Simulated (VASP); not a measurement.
# LaMnIn (P-6m2) in VASP: further runs

LaMnIn is run at these levels: PBE+D3(BJ); tasks: single point.

All numbers are computed with VASP 6.6.1; they aren't measurements. Logs are shortened: lines on timing, memory, paths and dates and some standing lists are left out, and cuts for length are marked.

## (1) The cell of the first run

The structure is hexagonal, space group P-6m2 (No. 187). The conventional cell has a = 4.593 Å, b = 4.593 Å, c = 4.097 Å, α = 90.00°, β = 90.00°, γ = 120.00°. La (site symmetry -6m2) has 6 Mn at 3.35 Å and 6 In at 3.35 Å and 2 La at 4.10 Å within 4.4 Å. Within 3.5 Å of Mn (site symmetry -6m2) lie 3 In at 2.65 Å and 6 La at 3.35 Å. Within 3.5 Å of In (site symmetry -6m2) lie 3 Mn at 2.65 Å and 6 La at 3.35 Å.

## (2) Single point, PBE+D3(BJ), collinear spin, ferromagnetic start

INCAR reads:

```
PREC = Accurate
ENCUT = 500
EDIFF = 1E-6
ISMEAR = -1
SIGMA = 0.1
LREAL = False
LASPH = True
NELM = 200
ALGO = Normal
ISIF = 2
LWAVE = False
LCHARG = False
ISPIN = 2
MAGMOM = 0 4 0
LORBIT = 11
LMAXMIX = 6
GGA = PE
IVDW = 12
NBANDS = 30
GGA_COMPAT = False
```

KPOINTS reads:

```
Automatic mesh
0
Gamma
  8 8 7
```

POSCAR reads:

```
LaMnIn
1.0
    4.5933407500      0.0000000000      0.0000000000
   -2.2966703800      3.9779497800      0.0000000000
    0.0000000000      0.0000000000      4.0965590000
La Mn In
1 1 1
Direct
    0.0000000000      0.0000000000      0.0000000000
    0.6666666700      0.3333333300      0.5000000000
    0.3333333300      0.6666666700      0.5000000000
```

Potentials or basis: VASP PAW PBE potentials, release 64 (La, Mn_pv, In_d).

Command:

```sh
> cat potpaw_PBE.64/La/POTCAR potpaw_PBE.64/Mn_pv/POTCAR potpaw_PBE.64/In_d/POTCAR > POTCAR
> mpirun -np 1 vasp_std > vasp.out
```

OUTCAR:

```text
PREC = Accurate
   ENCUT = 500
   EDIFF = 1E-6
   ISMEAR = -1
   LREAL = False
   LASPH = True
   NELM = 200
   ISIF = 2
   ISPIN = 2
   LORBIT = 11
   GGA = PE
   IVDW = 12
 IVDW          = 12

 ion  position               nearest neighbor table
   1  0.000  0.000  0.000-   2 3.35   3 3.35   2 3.35   3 3.35   2 3.35   2 3.35   3 3.35   3 3.35
                             2 3.35   2 3.35   3 3.35   3 3.35
   2  0.667  0.333  0.500-   3 2.65   3 2.65   3 2.65   1 3.35   1 3.35   1 3.35   1 3.35   1 3.35
                             1 3.35
   3  0.333  0.667  0.500-   2 2.65   2 2.65   2 2.65   1 3.35   1 3.35   1 3.35   1 3.35   1 3.35
                             1 3.35

  LATTYP: Found a hexagonal cell.
 ALAT       =     4.5933407500
 C/A-ratio  =     0.8918473989

  Lattice vectors:

 A1 = (   4.5933407500,   0.0000000000,   0.0000000000)
 A2 = (  -2.2966703800,   3.9779497800,   0.0000000000)
 A3 = (   0.0000000000,   0.0000000000,   4.0965590000)

Analysis of symmetry for initial positions (statically):
=====================================================================
 Subroutine PRICEL returns:
 Original cell was already a primitive cell.

 Routine SETGRP: Setting up the symmetry group for a
 hexagonal supercell.

 Subroutine GETGRP returns: Found 12 space group operations
 (whereof 12 operations were pure point group operations)
 out of a pool of 24 trial point group operations.

The static configuration has the point symmetry D_3h.

Analysis of symmetry for dynamics (positions and initial velocities):
=====================================================================
 Subroutine PRICEL returns:
 Original cell was already a primitive cell.

 Routine SETGRP: Setting up the symmetry group for a
 hexagonal supercell.

 Subroutine GETGRP returns: Found 12 space group operations
 (whereof 12 operations were pure point group operations)
 out of a pool of 24 trial point group operations.

The dynamic configuration has the point symmetry D_3h.

Analysis of structural, dynamic, and magnetic symmetry:
=====================================================================
 Subroutine PRICEL returns:
 Original cell was already a primitive cell.

 Routine SETGRP: Setting up the symmetry group for a
 hexagonal supercell.

 Subroutine GETGRP returns: Found 12 space group operations
 (whereof 12 operations were pure point group operations)
 out of a pool of 24 trial point group operations.

The overall configuration has the point symmetry D_3h.

 Subroutine INISYM returns: Found 12 space group operations
[... 125 lines left out ...]
   LHFCALC =     F    Hartree Fock is set to
   AEXX    =    0.0000 exact exchange contribution
   IVDW    =    12    specifies the selected vdW correction
   LEPSILON=     F    determine dielectric tensor
   LRPA    =     F    only Hartree local field effects (RPA)
 spin polarized calculation
  energy-cutoff  :      500.00
  volume of cell :       74.85
 maximum number of plane-waves:      1919
 NGX is ok and might be reduce to    36
   NGX = 17   NGY = 17   NGZ = 15

 number of electron      37.0000018 magnetization       3.2135968

 Free energy of the ion-electron system (eV)
  ---------------------------------------------------
  ext. energy  EPLUGINS =         0.00000000
  ---------------------------------------------------
  free energy    TOTEN  =       -16.61748194 eV

  energy without entropy =      -16.53744058  energy(sigma->0) =      -16.57746126

 E-fermi :   7.8918     XC(G=0): -10.4370

 val. band max:        7.8900660368   @ k =   0.3750   0.0000   0.2857
 cond. band min:       7.8969784207   @ k =   0.1250   0.1250   0.0000
 fundamental gap:      0.0069123840
 Fermi energy:         7.8918411433

 spin component 1

 k-point     1 :       0.0000    0.0000    0.0000
  band No.  band energies     occupation
      1     -41.9838      1.00000
      2     -41.9838      1.00000
      3     -41.9362      1.00000
      4     -24.6089      1.00000
      5      -8.3084      1.00000
      6      -8.3084      1.00000
[... 781 lines left out ...]
     29      10.3059      0.00000
     30      11.2024      0.00000

 [... further k-points ...]

 spin component 2

 k-point     1 :       0.0000    0.0000    0.0000
  band No.  band energies     occupation
      1     -38.2679      1.00000
      2     -38.2679      1.00000
      3     -38.2227      1.00000
      4     -24.6922      1.00000
      5      -8.4239      1.00000
      6      -8.4239      1.00000
[... 781 lines left out ...]
     29      10.3565      0.00000
     30      11.3163      0.00000

 [... further k-points ...]

------------------------ aborting loop because EDIFF is reached ----------------------------------------

 Edisp (eV)   -1.05617

 E8    (eV) :    -0.5469

  FORCE on cell =-STRESS in cart. coord.  units (eV):
  Direction    XX          YY          ZZ          XY          YZ          ZX
  --------------------------------------------------------------------------------------
  -------------------------------------------------------------------------------------
  Total       1.85487     1.85487    -0.03808    -0.00000     0.00000     0.00000
  in kB      39.70235    39.70235    -0.81504    -0.00000     0.00000     0.00000
  external pressure =       26.20 kB  Pullay stress =        0.00 kB

 VOLUME and BASIS-vectors are now :
 -----------------------------------------------------------------------------
  energy-cutoff  :      500.00
  volume of cell :       74.85
      direct lattice vectors                 reciprocal lattice vectors
     4.593340750  0.000000000  0.000000000     0.217706470  0.125692889  0.000000000
    -2.296670380  3.977949780  0.000000000     0.000000000  0.251385778  0.000000000
     0.000000000  0.000000000  4.096559000     0.000000000  0.000000000  0.244107311

 POSITION                                       TOTAL-FORCE (eV/Angst)
 -----------------------------------------------------------------------------------
      0.00000      0.00000      0.00000         0.000000     -0.000000      0.000000
      2.29667      1.32598      2.04828         0.000000     -0.000000      0.000000
     -0.00000      2.65197      2.04828        -0.000000      0.000000      0.000000
 -----------------------------------------------------------------------------------
    total drift:                               -0.000010      0.000006      0.000000

  FREE ENERGIE OF THE ION-ELECTRON SYSTEM (eV)
  ---------------------------------------------------
  free  energy   TOTEN  =       -17.6736530023 eV

  energy  without entropy=      -17.5936116409  energy(sigma->0) =      -17.63363232

 total charge

# of ion       s       p       d       f       tot
--------------------------------------------------
    1        2.030   5.633   0.755   0.105   8.522
    2        0.354   6.196   4.970   0.000  11.519
    3        0.936   0.898   9.823   0.000  11.657
--------------------------------------------------
tot          3.320  12.727  15.547   0.105  31.698

 magnetization (x)

# of ion       s       p       d       f       tot
--------------------------------------------------
    1       -0.004  -0.005  -0.150  -0.002  -0.160
    2        0.048   0.028   3.491   0.000   3.567
    3       -0.009  -0.098   0.015   0.000  -0.091
--------------------------------------------------
tot          0.036  -0.075   3.357  -0.002   3.316
```

stdout:

```text
POSCAR found type information on POSCAR LaMnIn
 POSCAR found :  3 types and       3 ions
 scaLAPACK will be used
 LDA part: xc-table for (Slater+PW92), standard interpolation
 POSCAR, INCAR and KPOINTS ok, starting setup
 FFT: planning ... GRIDC
 FFT: planning ... GRID_SOFT
 FFT: planning ... GRID
 WAVECAR not read
 entering main loop
```

Wall time 92 s (1 thread of Intel Xeon 6975P-C (Granite Rapids), shared host); peak memory 0.34 GiB.

Results:

- Free energy: -17.6737 eV
- Pressure: 2.6 GPa
- Net moment: 3.21 μB per cell
- Site moments: La -0.16; Mn +3.57; In -0.09 μB
- Valence electrons inside the program's atomic spheres: La 8.52; Mn 11.52; In 11.66
- Dispersion energy per atom: -0.352 eV

Caveat: spin-orbit coupling is left out, which moves the levels of the heavy elements.

## (3) Single point, PBE+D3(BJ), collinear spin, ferromagnetic start

INCAR reads:

```
SYSTEM = LaMnIn
PREC = Accurate
ENCUT = 500
EDIFF = 1E-6
ISMEAR = -1
SIGMA = 0.1
LREAL = .FALSE.
LASPH = .TRUE.
NELM = 200
ALGO = Normal
ISIF = 2
LWAVE = .FALSE.
LCHARG = .FALSE.
ISPIN = 2
MAGMOM = 0 4 0
LORBIT = 11
LMAXMIX = 6
GGA = PE
IVDW = 12
NBANDS = 30
GGA_COMPAT = .FALSE.
```

KPOINTS reads:

```
regular mesh
0
G
  8 8 7
  0 0 0
```

POSCAR is that of step 2.

Potentials or basis: VASP PAW PBE potentials, release 64 (La, Mn_pv, In_d).

Command:

```sh
> cat potpaw_PBE.64/La/POTCAR potpaw_PBE.64/Mn_pv/POTCAR potpaw_PBE.64/In_d/POTCAR > POTCAR
> mpirun -np 1 vasp_std > vasp.out
```

Wall time 93 s (1 thread of Intel Xeon 6975P-C (Granite Rapids), shared host); peak memory 0.34 GiB.

It converged, with:

| Property | Result |
| --- | --- |
| Free energy | -17.6737 eV |
| Pressure | 2.6 GPa |
| Net moment | 3.21 μB per cell |
| Site moments | La -0.16; Mn +3.57; In -0.09 μB |
| Valence electrons inside the program's atomic spheres | La 8.52; Mn 11.52; In 11.66 |
| Dispersion energy per atom | -0.352 eV |

Stress tensor (GPa, compression positive):
```
 3.97  0.00  0.00
 0.00  3.97  0.00
 0.00  0.00 -0.08
```

Levels at points of the mesh, in eV from the Fermi level:
Spin up:
| k point | band 16 | band 17 | band 18 | band 19 | band 20 | band 21 | band 22 | band 23 | band 24 | band 25 |
| --- | --- | --- | --- | --- | --- | --- | --- | --- | --- | --- |
| (0.00, 0.00, 0.00) | -2.77 | -2.45 | -2.45 | -0.01 | -0.01 | 0.57 | 1.48 | 1.72 | 2.14 | 2.14 |
| (0.50, 0.00, 0.00) | -2.55 | -2.52 | -2.48 | -2.27 | 0.32 | 0.58 | 0.93 | 2.03 | 2.09 | 2.14 |
Spin down:
| k point | band 14 | band 15 | band 16 | band 17 | band 18 | band 19 | band 20 | band 21 |
| --- | --- | --- | --- | --- | --- | --- | --- | --- |
| (0.00, 0.00, 0.00) | -1.29 | -1.26 | -1.26 | 0.53 | 0.53 | 0.86 | 0.86 | 0.90 |
| (0.50, 0.00, 0.00) | -3.42 | -1.23 | -0.29 | -0.16 | 0.40 | 0.43 | 0.97 | 1.75 |

Caveat: spin-orbit coupling is left out, which moves the levels of the heavy elements.
